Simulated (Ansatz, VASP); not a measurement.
# Two plane-wave programs on NaF

File INCAR:

```
PREC     = Accurate       # precision mode
ENCUT    = 520            # plane-wave cutoff, eV
EDIFF    = 1E-6           # SCF threshold, eV
ISMEAR   = -1             # smearing method
SIGMA    = 0.05           # smearing width, eV
LREAL    = F              # projectors in reciprocal space
LASPH    = T              # aspherical terms in the spheres
NELM     = 60             # most SCF steps
ALGO     = Normal         # electronic algorithm
ISIF     = 2              # what is computed and relaxed
LWAVE    = F              # write WAVECAR
LCHARG   = F              # write CHGCAR
NBANDS   = 14             # bands
```

File KPOINTS:

```
regular mesh
0
Gamma
  8 8 8
```

Contents of POSCAR:

```
NaF
1.0
    0.0000000000      2.3044290610      2.3044290610
    2.3044290610      0.0000000000      2.3044290610
    2.3044290610      2.3044290610      0.0000000000
Na F
1 1
Direct
    0.0000000000      0.0000000000      0.0000000000
    0.5000000000      0.5000000000      0.5000000000
```

File input.yaml:

```yaml
crystal:
  lattice:
    - [0.0, 2.304429061, 2.304429061]
    - [2.304429061, 0.0, 2.304429061]
    - [2.304429061, 2.304429061, 0.0]
  atoms:
    - { symbol: Na, position: [0.0, 0.0, 0.0] }
    - { symbol: F, position: [0.5, 0.5, 0.5] }
hamiltonian:
  xc: lda
  pseudopotentials: { kind: paw }
kpoints:
  mp_grid: { grid: [8, 8, 8] }
scf:
  occupations: { method: fermi_dirac, width: 0.05 }
output:
  forces: true
  stress: true
  eigenvalues: true
```

Alike in both runs: task single point; functional LDA; k mesh 8 × 8 × 8; occupations fermi-dirac, width 0.05 eV; no spin polarisation.

|  | VASP | Ansatz |
| --- | --- | --- |
| version | VASP 6.6.1 | Ansatz 0.2.0 |
| potentials or method | VASP PAW LDA potentials, release 64 (Na_pv, F) | Ansatz PAW |
| plane-wave cutoff (eV) | 520 | 420 |
| valence electrons in the cell | 14 | 16 |

Ansatz gave:

* gap on the k mesh at the Fermi level (eV): 6.06
* least direct gap on the mesh (eV): 6.06
* pressure (GPa): -3.6

Q: What did VASP give for the same quantities?

A: gap on the k mesh at the Fermi level (eV): 6.04; least direct gap on the mesh (eV): 6.04; pressure (GPa): -3.7.

LDA's correlation is that of Perdew and Zunger in VASP and of Perdew and Wang (1992) in Ansatz. VASP's potentials hold 14 valence electrons a cell and Ansatz's 16, so a difference there can come from the potentials and not from the codes.
